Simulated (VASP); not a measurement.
Runs of VASP 6.6.1 on WC (rocksalt type). The structure is that of space group Fm-3m (No. 225), or close to it. The cells are those of the table. 

```tsv
task	cell	k mesh	cutoff (eV)	gap on the mesh (eV)	pressure (GPa)
relaxation of cell and atoms	relaxed to 150 GPa from a = 2.851 Å, angles 60.0°, 2 atoms	17 × 17 × 17	600	-	150.0
relaxation of cell and atoms	relaxed to 150 GPa from a = 2.855 Å, angles 60.0°, 2 atoms	17 × 17 × 17	600	-	150.0
single point	a = 2.855 Å, angles 60.0°, 2 atoms	17 × 17 × 17	520	none	153.3
single point	a = 3.097 Å, angles 60.0°, 2 atoms	16 × 16 × 16	520	none	(a)
```

Alike in all rows: level PBE; potentials or basis VASP PAW PBE potentials, release 64 (W_sv, C); no spin polarisation; smearing fermi-dirac 0.08 eV.

Problem. Estimate the missing entries.

Solution. (a) 0.9.

Caveats: spin-orbit coupling is left out, which moves the levels of the heavy elements; the cell is relaxed towards a set pressure, so the run minimises the enthalpy, not the energy (at least some runs); the highest band is partly filled, so the run has too few bands (at least some runs); the cell stands under pressure (at least some runs).

A k mesh can miss the band edges, and the runs leave out spin-orbit coupling on W.

A gap of «none» marks levels without a gap at the run's occupations.
